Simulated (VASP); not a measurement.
A run of VASP 6.6.1:

The input INCAR:

```
SYSTEM = TaAs
  PREC = Accurate
  ENCUT = 600
  EDIFF = 1E-6
  ISMEAR = 0
  SIGMA = 0.1
  LREAL = .FALSE.
  LASPH = .TRUE.
  NELM = 60
  ALGO = Fast
  ISIF = 3
  LWAVE = .FALSE.
  LCHARG = .FALSE.
  GGA = PE
  IBRION = 2
  NSW = 80
  EDIFFG = -0.015
```

File KPOINTS:

```
regular mesh
0
G
  8 8 6
  0 0 0
```

File POSCAR:

```
TaAs
1.0
    1.7077174774     -2.9578534359      3.4820585712
   -1.7077174774      2.9578534359      3.4820585712
   -5.1231524323     -2.9578534359      0.0000000000
Ta As
4 4
Direct
    0.7500000000      0.7500000000      0.3333333333
    0.2500000000      0.2500000000      0.3333333333
    0.0000000000      0.5000000000      0.8333333333
    0.5000000000      0.0000000000      0.8333333333
    0.5000000000      0.5000000000      0.0000000000
    0.0000000000      0.0000000000      0.0000000000
    0.7500000000      0.2500000000      0.5000000000
    0.2500000000      0.7500000000      0.5000000000
```

Potentials or basis: VASP PAW PBE potentials, release 64 (Ta_pv, As).

The run is started by

```bash
$ cat potpaw_PBE.64/Ta_pv/POTCAR potpaw_PBE.64/As/POTCAR > POTCAR
$ mpirun -np 1 vasp_std > vasp.out
```

Hardware: 1 thread of Oxide Virtual Turin-like Processor (shared host).

Q: How long does it take, and how much memory?

A: Wall time 33 min on 1 thread of Oxide Virtual Turin-like Processor (shared host), peak memory 0.54 GiB. Counts: scf iterations 37, k points 84, ion steps 3.
